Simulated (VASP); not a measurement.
Crystal: BN (sol2).

```xyz
4
Lattice="2.5025 0.0000 0.0000 -1.2512 2.1672 0.0000 0.0000 0.0000 4.2101" Properties=species:S:1:pos:R:3 pbc="T T T"
B     0.0000    1.4448    0.0003
B     1.2512    0.7224    2.1054
N     0.0000    1.4448    1.5743
N     1.2512    0.7224    3.6793
```

This cell differs from its parent crystal: strained cell.

Base run:

```yaml
Program: VASP 6.6.1
Functional: PBEsol
Potentials_or_basis: VASP PAW PBE potentials, release 64 (B, N)
Cutoff: 520 eV
k_mesh: 9 × 9 × 6
Occupations: gaussian, width 0.02 eV
Spin: no spin polarisation
```

Its results: band gap on the k mesh 4.79 eV, indirect (least direct gap 8.18 eV); pressure 12.5 GPa; largest force 0.010 eV/Å.

Question: The run is repeated on the same cell with these changes: potentials or basis from VASP PAW PBE potentials, release 64 (B, N) to VASP PAW PBE potentials, release 64 (B_h, N_h); cutoff from 520 eV to 910 eV. What comes out?

Answer: Band gap on the k mesh 4.80 eV, indirect (least direct gap 8.19 eV); pressure 11.6 GPa; largest force 0.004 eV/Å.

Caveats: the PAW data sets were made with another functional, which shifts forces and pressure a little; the cutoff is under 1.25 times the usual one of these potentials, so pressure, stress and relaxed cells hold a basis-set (Pulay) error (some runs).

A k mesh can miss the band edges.
